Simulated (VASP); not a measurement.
A run of VASP 6.6.1:

INCAR

```
  PREC = Accurate
  ENCUT = 520
  EDIFF = 1E-6
  ISMEAR = 0
  SIGMA = 0.01
  LREAL = F
  LASPH = T
  NELM = 60
  ALGO = Normal
  ISIF = 2
  LWAVE = F
  LCHARG = T
  GGA = CA
  LELF = T
  LVHAR = T
  NBANDS = 26
```

The input KPOINTS:

```
Automatic mesh
0
Gamma
  8 8 4
```

POSCAR

```
GaN
1.0
    3.1833327219      0.0000000000      0.0000000000
   -1.5916663609      2.7568470059      0.0000000000
    0.0000000000      0.0000000000      5.1127409128
Ga N
2 2
Direct
    0.3333333333      0.6666666667     -0.0019699460
    0.6666666667      0.3333333333      0.4980300540
    0.3333333333      0.6666666667      0.3769699460
    0.6666666667      0.3333333333      0.8769699460
```

Potentials or basis: VASP PAW LDA potentials, release 64 (Ga_d, N).

Run with:

```console
$ cat potpaw_LDA.64/Ga_d/POTCAR potpaw_LDA.64/N/POTCAR > POTCAR
$ mpirun -np 1 vasp_std > vasp.out
```

Hardware: 1 thread of Intel(R) Xeon(R) 6975P-C (Granite Rapids), with other jobs on the host.

How long does it take, and how much memory?

It took 13 s on 1 thread of Intel(R) Xeon(R) 6975P-C (Granite Rapids), on a shared host, peak memory 0.15 GiB. Counts: scf iterations 18, k points 30.
